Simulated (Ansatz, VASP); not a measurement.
# GaCo in VASP and in Ansatz

Contents of INCAR:

```
SYSTEM = GaCo
PREC = Accurate ; ENCUT = 520
EDIFF = 1E-7 ; ISMEAR = 0
SIGMA = 0.1 ; LREAL = .FALSE.
LASPH = .TRUE. ; NELM = 150
ALGO = Fast ; ISIF = 2
LWAVE = .FALSE. ; LCHARG = .TRUE.
ISPIN = 2 ; MAGMOM = -0.01 0.18
LORBIT = 11 ; LMAXMIX = 4
GGA = PE ; LELF = .TRUE.
LVHAR = .TRUE. ; NBANDS = 22
```

KPOINTS

```
regular mesh
0
G
  14 14 14
  0 0 0
```

Contents of POSCAR:

```
GaCo
1.0
    2.9747881195      0.0000000000      0.0000000000
    0.0000000000      2.9747881195      0.0000000000
    0.0000000000      0.0000000000      2.9747881195
Ga Co
1 1
Direct
    0.5000000000      0.5000000000      0.5000000000
    0.0000000000      0.0000000000      0.0000000000
```

Input for Ansatz:

```yaml
crystal:
  lattice:
    - [2.9747881195, 0.0, 0.0]
    - [0.0, 2.9747881195, 0.0]
    - [0.0, 0.0, 2.9747881195]
  atoms:
    - { symbol: Ga, position: [0.5, 0.5, 0.5], spin: -0.01 }
    - { symbol: Co, position: [0.0, 0.0, 0.0], spin: 0.18 }
basis:
  ecutwfc: 420
kpoints:
  mp_grid: { grid: [14, 14, 14] }
hamiltonian:
  xc: pbe
scf:
  occupations: { method: gaussian, width: 0.1 }
output:
  forces: true
  stress: true
  eigenvalues: true
  populations: true
magnetization:
  spin_polarized: true
```

Alike in both runs: task single point; functional PBE; k mesh 14 × 14 × 14; occupations gaussian, width 0.1 eV; collinear spin.

```csv
,VASP,Ansatz
version,VASP 6.6.1,Ansatz 0.2.0
potentials or method,"VASP PAW PBE potentials, release 64 (Ga_d, Co), cutoff 520 eV","scalar-relativistic, plane waves, PAW"
valence electrons in the cell,22,30
```

```csv
,VASP,Ansatz,Ansatz less VASP
gap on the k mesh at the Fermi level (eV),none,none,-
pressure (GPa),-13.0,-13.2,-0.17
net moment per atom (μB),0.11,0.11,+0.004
size of the moment on the site where the two differ most (μB),0.25,0.26,+0.014
```

Site moments also hang on the region over which each program counts them. A gap of «none» marks a metal or a gap that the smearing closes. VASP's potentials hold 22 valence electrons a cell and Ansatz's 30, so a difference there can come from the potentials and not from the codes.
